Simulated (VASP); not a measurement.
Runs of VASP 6.6.1 on SiC (Moissanite 3C). The structure is cubic, space group F-43m (No. 216). The conventional cell has a = 4.358 Å, b = 4.358 Å, c = 4.358 Å, α = 90.00°, β = 90.00°, γ = 90.00°. Si (site symmetry -43m) has 4 C at 1.89 Å within 2.5 Å. Within 2.5 Å of C (site symmetry -43m) lie 4 Si at 1.89 Å. 

```csv
k mesh,gap on the mesh (eV),pressure (GPa)
8 × 8 × 8,1.72,-0.4
4 × 4 × 4,(a),-0.1
12 × 12 × 12,1.73,-0.4
10 × 10 × 10,1.73,-0.4
6 × 6 × 6,1.72,-0.4
```

Alike in all rows: task single point; level r2SCAN; potentials or basis VASP PAW PBE potentials, release 64 (Si, C); no spin polarisation; cell as given; cutoff (eV) 520; smearing gaussian 0.01 eV.

Question: Estimate the missing entries.

Answer: (a) 1.69.

Caveats: some runs use coarse meshes; the PAW data sets were made with another functional, which shifts forces and pressure a little.

A k mesh can miss the band edges.
